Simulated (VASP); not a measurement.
## SnO2: single point with PBE

The system is SnO2.

```
Sn O
1.0
     4.77037    0.00000    0.00000
     0.00000    5.79874    0.00000
     0.00000    0.00000    5.28665
Sn O
4 8
Direct
  0.50000 0.66591 0.75000
  0.00000 0.83409 0.25000
  0.50000 0.33409 0.25000
  0.00000 0.16591 0.75000
  0.73095 0.60612 0.07780
  0.23095 0.89388 0.92220
  0.76905 0.89388 0.57780
  0.26905 0.60612 0.42220
  0.73095 0.39388 0.57780
  0.23095 0.10612 0.42220
  0.76905 0.10612 0.07780
  0.26905 0.39388 0.92220
```

- Program: VASP 6.6.1
- Task: single point
- Functional: PBE
- Potentials or basis: VASP PAW PBE potentials, release 64 (Sn_d, O)
- Cutoff: 600 eV
- k mesh: 6 × 6 × 6
- Occupations: gaussian, width 0.02 eV
- Spin: no spin polarisation
- Dipole correction: no
- Further INCAR settings: ALGO = Normal; EDIFF = 1e-06; NBANDS = 64

| Quantity | Value |
| --- | --- |
| Pressure | 2.5 GPa |
| Largest force | 0.012 eV/Å |
| Band gap on the k mesh | 1.11 eV |

Forces in eV/Å, atoms in the order of the input:
```
Sn   0.000  0.010  0.000
Sn   0.000 -0.010  0.000
Sn   0.000 -0.010  0.000
Sn   0.000  0.010  0.000
O    0.009 -0.006  0.003
O    0.009  0.006 -0.003
O   -0.009  0.006  0.003
O   -0.009 -0.006 -0.003
O    0.009  0.006  0.003
O    0.009 -0.006 -0.003
O   -0.009 -0.006  0.003
O   -0.009  0.006 -0.003
```

Stress tensor (GPa, compression positive):
```
2.47 0.00 0.00
0.00 2.46 0.00
0.00 0.00 2.57
```

Levels at points of the mesh, in eV from the valence-band top:
```csv
k point,band 48,band 49,band 50,band 51,band 52,band 53,band 54,band 55,band 56,band 57
"(0.00, 0.00, 0.00)",-0.59,-0.56,-0.16,-0.10,0.00,1.11,5.90,5.97,6.68,6.75
"(0.50, 0.00, 0.00)",-0.84,-0.25,-0.25,-0.04,-0.04,4.29,4.29,5.04,5.04,8.24
"(0.00, 0.50, 0.00)",-1.00,-0.86,-0.86,-0.08,-0.08,3.83,3.83,6.60,6.60,8.58
"(0.50, 0.50, 0.00)",-0.64,-0.56,-0.56,-0.17,-0.17,4.72,4.72,5.81,5.81,8.48
"(0.00, 0.00, 0.50)",-0.72,-0.22,-0.22,-0.17,-0.17,4.19,4.19,5.95,5.95,7.61
"(0.50, 0.00, 0.50)",-0.84,-0.21,-0.21,-0.21,-0.21,4.74,4.74,4.74,4.74,8.11
"(0.00, 0.50, 0.50)",-1.11,-0.29,-0.29,-0.29,-0.29,5.27,5.27,5.27,5.27,8.62
"(0.50, 0.50, 0.50)",-1.03,-0.33,-0.33,-0.33,-0.33,5.17,5.17,5.17,5.17,8.49
```

Run time: 11 min on 1 thread of Intel(R) Xeon(R) Platinum 8559C (Emerald Rapids), with other jobs on the host, peak memory 0.61 GiB.

Caveat: spin-orbit coupling is left out, which moves the levels of the heavy elements.
